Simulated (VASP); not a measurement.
# MnF2 (P4_2/mnm) in VASP: single point with LDA+U

Aim: the single point of MnF2 with LDA+U.

Everything below comes from runs of VASP 6.6.1. Logs are shortened: lines on timing, memory, paths and dates and some standing lists are left out, and cuts for length are marked.

## 1. The cell of the first run

The structure is tetragonal, space group P4_2/mnm (No. 136). The conventional cell has a = 4.873 Å, b = 4.873 Å, c = 3.310 Å, α = 90.00°, β = 90.00°, γ = 90.00°. Mn (site symmetry mmm) has 6 F at 2.10 to 2.13 Å within 2.8 Å. F (site symmetry m2m) has 3 Mn at 2.10 to 2.13 Å and 1 F at 2.69 Å within 2.8 Å.

## 2. Single point, LDA+U, collinear spin, ferromagnetic start

Contents of INCAR:

```
PREC = Accurate ; ENCUT = 520
EDIFF = 1E-6 ; ISMEAR = 0
SIGMA = 0.05 ; LREAL = False
LASPH = True ; NELM = 150
ALGO = Normal ; ISIF = 2
LWAVE = False ; LCHARG = False
ISPIN = 2 ; MAGMOM = 5 5 0 0 0 0
LORBIT = 11 ; LMAXMIX = 4
LDAU = True ; LDAUTYPE = 1
LDAUL = 2 -1 ; LDAUU = 2 0
LDAUJ = 0.5 0 ; LDAUPRINT = 1
NBANDS = 40
```

Contents of KPOINTS:

```
Automatic mesh
0
Gamma
  4 4 6
```

Contents of POSCAR:

```
MnF2
1.0
    4.8733996600      0.0000000000      0.0000000000
    0.0000000000      4.8733996600      0.0000000000
    0.0000000000      0.0000000000      3.3098997700
Mn F
2 4
Direct
    0.0000000000      0.0000000000      0.0000000000
    0.5000000000      0.5000000000      0.5000000000
    0.3050000000      0.3050000000      0.0000000000
    0.1950000000      0.8050000000      0.5000000000
    0.6950000000      0.6950000000      0.0000000000
    0.8050000000      0.1950000000      0.5000000000
```

Potentials or basis: VASP PAW LDA potentials, release 64 (Mn_pv, F).

Run with:

```bash
cat potpaw_LDA.64/Mn_pv/POTCAR potpaw_LDA.64/F/POTCAR > POTCAR
mpirun -np 1 vasp_std > vasp.out
```

OUTCAR:

```text
PREC = Accurate
   ENCUT = 520
   EDIFF = 1E-6
   ISMEAR = 0
   LREAL = False
   LASPH = True
   NELM = 150
   ISIF = 2
   ISPIN = 2
   LORBIT = 11

 ion  position               nearest neighbor table
   1  0.000  0.000  0.000-   3 2.10   5 2.10   4 2.13   6 2.13   4 2.13   6 2.13
   2  0.500  0.500  0.500-   4 2.10   6 2.10   5 2.13   3 2.13   3 2.13   5 2.13
   3  0.305  0.305  0.000-   1 2.10   2 2.13   2 2.13
   4  0.195  0.805  0.500-   2 2.10   1 2.13   1 2.13
   5  0.695  0.695  0.000-   1 2.10   2 2.13   2 2.13
   6  0.805  0.195  0.500-   2 2.10   1 2.13   1 2.13

  LATTYP: Found a simple tetragonal cell.
 ALAT       =     4.8733996600
 C/A-ratio  =     0.6791767556

  Lattice vectors:

 A1 = (   4.8733996600,   0.0000000000,   0.0000000000)
 A2 = (   0.0000000000,   4.8733996600,   0.0000000000)
 A3 = (   0.0000000000,   0.0000000000,   3.3098997700)

Analysis of symmetry for initial positions (statically):
=====================================================================
 Subroutine PRICEL returns:
 Original cell was already a primitive cell.

 Routine SETGRP: Setting up the symmetry group for a
 simple tetragonal supercell.

 Subroutine GETGRP returns: Found 16 space group operations
 (whereof  8 operations were pure point group operations)
 out of a pool of 16 trial point group operations.

The static configuration has the point symmetry D_2h.
 The point group associated with its full space group is D_4h.

Analysis of symmetry for dynamics (positions and initial velocities):
=====================================================================
 Subroutine PRICEL returns:
 Original cell was already a primitive cell.

 Routine SETGRP: Setting up the symmetry group for a
 simple tetragonal supercell.

 Subroutine GETGRP returns: Found 16 space group operations
 (whereof  8 operations were pure point group operations)
 out of a pool of 16 trial point group operations.

The dynamic configuration has the point symmetry D_2h.
 The point group associated with its full space group is D_4h.

Analysis of structural, dynamic, and magnetic symmetry:
=====================================================================
 Subroutine PRICEL returns:
 Original cell was already a primitive cell.

 Routine SETGRP: Setting up the symmetry group for a
 simple tetragonal supercell.

 Subroutine GETGRP returns: Found 16 space group operations
 (whereof  8 operations were pure point group operations)
 out of a pool of 16 trial point group operations.

The overall configuration has the point symmetry D_2h.
 The point group associated with its full space group is D_4h.

 Subroutine INISYM returns: Found 16 space group operations
 (whereof  8 operations are pure point group operations),
 and found     1 'primitive' translations

----------------------------------------------------------------------------------------

                                     Primitive cell

  volume of cell :      78.6102

  direct lattice vectors                    reciprocal lattice vectors
     4.873399660  0.000000000  0.000000000     0.205195566  0.000000000  0.000000000
     0.000000000  4.873399660  0.000000000     0.000000000  0.205195566  0.000000000
     0.000000000  0.000000000  3.309899770     0.000000000  0.000000000  0.302123952

  length of vectors
     4.873399660  4.873399660  3.309899770     0.205195566  0.205195566  0.302123952

  position of ions in fractional coordinates (direct lattice)
[... 157 lines left out ...]
  o =  0.9352  v = -0.6137  0.0000 -0.7895  0.0000  0.0000  0.0000  0.0000  0.0000  0.0000  0.0000      0.0000  0.0000  0.0000  0.0000  0.0000  0.0000  0.0000  0.0000  0.0000  0.0000
  o =  0.9395  v =  0.0000 -0.0000 -0.0000 -0.0000 -1.0000  0.0000  0.0000  0.0000  0.0000  0.0000      0.0000  0.0000  0.0000  0.0000  0.0000  0.0000  0.0000  0.0000  0.0000  0.0000
  o =  0.9396  v =  0.0000  0.7071 -0.0000  0.7071 -0.0000  0.0000  0.0000  0.0000  0.0000  0.0000      0.0000  0.0000  0.0000  0.0000  0.0000  0.0000  0.0000  0.0000  0.0000  0.0000
  o =  0.9752  v =  0.0000 -0.7071  0.0000  0.7071  0.0000  0.0000  0.0000  0.0000  0.0000  0.0000      0.0000  0.0000  0.0000  0.0000  0.0000  0.0000  0.0000  0.0000  0.0000  0.0000
  o =  0.9785  v = -0.7895  0.0000  0.6137  0.0000 -0.0000  0.0000  0.0000  0.0000  0.0000  0.0000      0.0000  0.0000  0.0000  0.0000  0.0000  0.0000  0.0000  0.0000  0.0000  0.0000

atom =   2  type =  1  l = 2

 onsite density matrix

spin component  1

  0.9622  0.0000  0.0210  0.0000  0.0000
  0.0000  0.9574  0.0000  0.0178  0.0000
  0.0210  0.0000  0.9515  0.0000 -0.0000
  0.0000  0.0178  0.0000  0.9574  0.0000
  0.0000  0.0000 -0.0000  0.0000  0.9395

spin component  2

  0.0551  0.0000  0.0296  0.0000 -0.0000
  0.0000  0.0459  0.0000  0.0262  0.0000
  0.0296  0.0000  0.0369  0.0000  0.0000
  0.0000  0.0262  0.0000  0.0459  0.0000
 -0.0000  0.0000  0.0000  0.0000  0.0186

 occupancies and eigenvectors

  o =  0.0150  v =  0.0000  0.0000  0.0000  0.0000  0.0000 -0.5942 -0.0000  0.8044  0.0000 -0.0000      0.0000  0.0000  0.0000  0.0000  0.0000  0.0000  0.0000  0.0000  0.0000  0.0000
  o =  0.0186  v =  0.0000  0.0000  0.0000  0.0000  0.0000 -0.0000  0.0000  0.0000  0.0000  1.0000      0.0000  0.0000  0.0000  0.0000  0.0000  0.0000  0.0000  0.0000  0.0000  0.0000
  o =  0.0197  v =  0.0000  0.0000  0.0000  0.0000  0.0000  0.0000  0.7071  0.0000 -0.7071 -0.0000      0.0000  0.0000  0.0000  0.0000  0.0000  0.0000  0.0000  0.0000  0.0000  0.0000
  o =  0.0721  v =  0.0000  0.0000  0.0000  0.0000  0.0000  0.0000  0.7071  0.0000  0.7071 -0.0000      0.0000  0.0000  0.0000  0.0000  0.0000  0.0000  0.0000  0.0000  0.0000  0.0000
  o =  0.0770  v =  0.0000  0.0000  0.0000  0.0000  0.0000 -0.8044 -0.0000 -0.5942  0.0000 -0.0000      0.0000  0.0000  0.0000  0.0000  0.0000  0.0000  0.0000  0.0000  0.0000  0.0000
  o =  0.9352  v = -0.6137  0.0000  0.7895 -0.0000  0.0000  0.0000  0.0000  0.0000  0.0000  0.0000      0.0000  0.0000  0.0000  0.0000  0.0000  0.0000  0.0000  0.0000  0.0000  0.0000
  o =  0.9395  v =  0.0000 -0.0000 -0.0000  0.0000  1.0000  0.0000  0.0000  0.0000  0.0000  0.0000      0.0000  0.0000  0.0000  0.0000  0.0000  0.0000  0.0000  0.0000  0.0000  0.0000
  o =  0.9396  v = -0.0000 -0.7071  0.0000  0.7071 -0.0000  0.0000  0.0000  0.0000  0.0000  0.0000      0.0000  0.0000  0.0000  0.0000  0.0000  0.0000  0.0000  0.0000  0.0000  0.0000
  o =  0.9752  v = -0.0000 -0.7071 -0.0000 -0.7071  0.0000  0.0000  0.0000  0.0000  0.0000  0.0000      0.0000  0.0000  0.0000  0.0000  0.0000  0.0000  0.0000  0.0000  0.0000  0.0000
  o =  0.9785  v = -0.7895  0.0000 -0.6137  0.0000  0.0000  0.0000  0.0000  0.0000  0.0000  0.0000      0.0000  0.0000  0.0000  0.0000  0.0000  0.0000  0.0000  0.0000  0.0000  0.0000

 number of electron      54.0000032 magnetization      10.0000018

 Free energy of the ion-electron system (eV)
  ---------------------------------------------------
  ext. energy  EPLUGINS =         0.00000000
  ---------------------------------------------------
  free energy    TOTEN  =       -41.01102773 eV

  energy without entropy =      -41.01102773  energy(sigma->0) =      -41.01102773

 E-fermi :   3.0507     XC(G=0): -10.4777

 val. band max:        2.6708267164   @ k =   0.0000   0.0000   0.0000
 cond. band min:       3.9614703322   @ k =   0.0000   0.0000   0.0000
 fundamental gap:      1.2906436159
 Fermi energy:         3.0507073685

 spin component 1

 k-point     1 :       0.0000    0.0000    0.0000
  band No.  band energies     occupation
      1     -46.5944      1.00000
      2     -46.5944      1.00000
      3     -46.5356      1.00000
      4     -46.5356      1.00000
      5     -46.5335      1.00000
      6     -46.5315      1.00000
[... 997 lines left out ...]
     38      11.4364      0.00000
     39      11.5913      0.00000
 Fermi energy:         3.0507073685

 spin component 2

 k-point     1 :       0.0000    0.0000    0.0000
  band No.  band energies     occupation
      1     -42.0315      1.00000
      2     -42.0315      1.00000
      3     -41.9660      1.00000
      4     -41.9660      1.00000
      5     -41.9601      1.00000
      6     -41.9571      1.00000
[... 997 lines left out ...]
     38      12.0302      0.00000
     39      12.3821      0.00000
 [bands above 39 left out]

------------------------ aborting loop because EDIFF is reached ----------------------------------------

  FORCE on cell =-STRESS in cart. coord.  units (eV):
  Direction    XX          YY          ZZ          XY          YZ          ZX
  --------------------------------------------------------------------------------------
  -------------------------------------------------------------------------------------
  Total       -2.3299817     -2.3299817     -2.8633928      0.0000000      0.0000000      0.0000000
  in kB      -47.4880347    -47.4880347    -58.3596409      0.0000000      0.0000000      0.0000000
  external PRESSURE =     -51.1119034 kB  Pullay stress =       0.0000000 kB

 VOLUME and BASIS-vectors are now :
 -----------------------------------------------------------------------------
  energy-cutoff  :      520.00
  volume of cell :       78.61
      direct lattice vectors                 reciprocal lattice vectors
     4.873399660  0.000000000  0.000000000     0.205195566  0.000000000  0.000000000
     0.000000000  4.873399660  0.000000000     0.000000000  0.205195566  0.000000000
     0.000000000  0.000000000  3.309899770     0.000000000  0.000000000  0.302123952

 POSITION                                       TOTAL-FORCE (eV/Angst)
 -----------------------------------------------------------------------------------
      0.00000      0.00000      0.00000         0.000000      0.000000      0.000000
      2.43670      2.43670      1.65495         0.000000      0.000000      0.000000
      1.48639      1.48639      0.00000         0.035965      0.035965      0.000000
      0.95031      3.92309      1.65495        -0.035965      0.035965      0.000000
      3.38701      3.38701      0.00000        -0.035965     -0.035965     -0.000000
      3.92309      0.95031      1.65495         0.035965     -0.035965     -0.000000
 -----------------------------------------------------------------------------------
    total drift:                                0.000000      0.000000      0.000000

  FREE ENERGIE OF THE ION-ELECTRON SYSTEM (eV)
  ---------------------------------------------------
  free  energy   TOTEN  =       -41.0110277258 eV

  energy  without entropy=      -41.0110277258  energy(sigma->0) =      -41.01102773

 total charge

# of ion       s       p       d       tot
------------------------------------------
    1        0.172   6.151   4.951  11.275
    2        0.172   6.151   4.951  11.275
    3        1.725   4.342   0.000   6.067
    4        1.725   4.342   0.000   6.067
    5        1.725   4.342   0.000   6.067
    6        1.725   4.342   0.000   6.067
--------------------------------------------------
tot          7.244  29.669   9.902  46.815

 magnetization (x)

# of ion       s       p       d       tot
------------------------------------------
    1        0.021   0.017   4.557   4.595
    2        0.021   0.017   4.557   4.595
    3        0.008   0.075   0.000   0.083
    4        0.008   0.075   0.000   0.083
    5        0.008   0.075   0.000   0.083
    6        0.008   0.075   0.000   0.083
--------------------------------------------------
tot          0.072   0.337   9.114   9.522
```

It took 2.9 min on 1 thread of Oxide Virtual Turin-like, shared host; peak memory 0.2 GiB.

What came out:

* Free energy: -41.0110 eV
* Pressure: -5.1 GPa
* Largest force: 0.051 eV/Å
* Band gap on the k mesh: 1.29 eV, direct
* Net moment: 10.00 μB per cell
* Site moments: Mn +4.59; F +0.08 μB
* Valence electrons inside the program's atomic spheres: Mn 11.28; F 6.07

Forces in eV/Å, atoms in the order of the input:
```
Mn   0.000  0.000  0.000
Mn   0.000  0.000  0.000
F    0.036  0.036  0.000
F   -0.036  0.036  0.000
F   -0.036 -0.036  0.000
F    0.036 -0.036  0.000
```

Stress tensor (GPa, compression positive):
```
-4.75  0.00  0.00
 0.00 -4.75  0.00
 0.00  0.00 -5.84
```

Levels at points of the mesh, in eV from the valence-band top:
Spin up:
```tsv
k point	band 28	band 29	band 30	band 31	band 32	band 33	band 34	band 35	band 36	band 37
(0.00, 0.00, 0.00)	-1.90	-1.59	-0.59	-0.59	0.00	1.29	6.57	6.57	8.03	9.48
(0.50, 0.00, 0.00)	-2.01	-0.85	-0.85	-0.72	-0.72	3.65	3.65	7.89	7.89	9.86
(0.50, 0.50, 0.00)	-1.93	-1.17	-1.17	-0.59	-0.59	5.18	5.18	5.64	5.64	12.07
(0.00, 0.00, 0.50)	-1.89	-1.32	-1.32	-1.07	-1.07	5.88	5.88	9.63	9.63	9.79
(0.50, 0.00, 0.50)	-1.88	-1.75	-1.75	-0.33	-0.33	6.92	6.92	7.11	7.11	10.98
(0.50, 0.50, 0.50)	-2.03	-1.35	-1.35	-0.88	-0.88	7.01	7.01	7.92	7.92	8.77
```
Spin down:
| k point | band 20 | band 21 | band 22 | band 23 | band 24 | band 25 |
| --- | --- | --- | --- | --- | --- | --- |
| (0.00, 0.00, 0.00) | -4.28 | -4.28 | -3.98 | 1.90 | 2.29 | 2.73 |
| (0.50, 0.00, 0.00) | -5.07 | -4.32 | -4.32 | 2.49 | 2.49 | 3.00 |
| (0.50, 0.50, 0.00) | -4.75 | -4.65 | -4.65 | 2.39 | 2.39 | 2.89 |
| (0.00, 0.00, 0.50) | -4.93 | -4.69 | -4.69 | 2.78 | 2.78 | 2.85 |
| (0.50, 0.00, 0.50) | -4.75 | -4.49 | -4.49 | 2.48 | 2.48 | 2.91 |
| (0.50, 0.50, 0.50) | -4.47 | -4.39 | -4.39 | 2.76 | 2.76 | 2.84 |

Eigenvalues of the final occupation matrices:
```tsv
site	spin	trace	eigenvalues
site 1 d	1	4.77	0.94 0.94 0.94 0.98 0.98
site 1 d	2	0.20	0.02 0.02 0.02 0.07 0.08
site 2 d	1	4.77	0.94 0.94 0.94 0.98 0.98
site 2 d	2	0.20	0.02 0.02 0.02 0.07 0.08
```

Caveat: only a ferromagnetic start was run, and an antiferromagnetic order may lie lower in energy. The state reached can hang on the start; a lower one may exist.
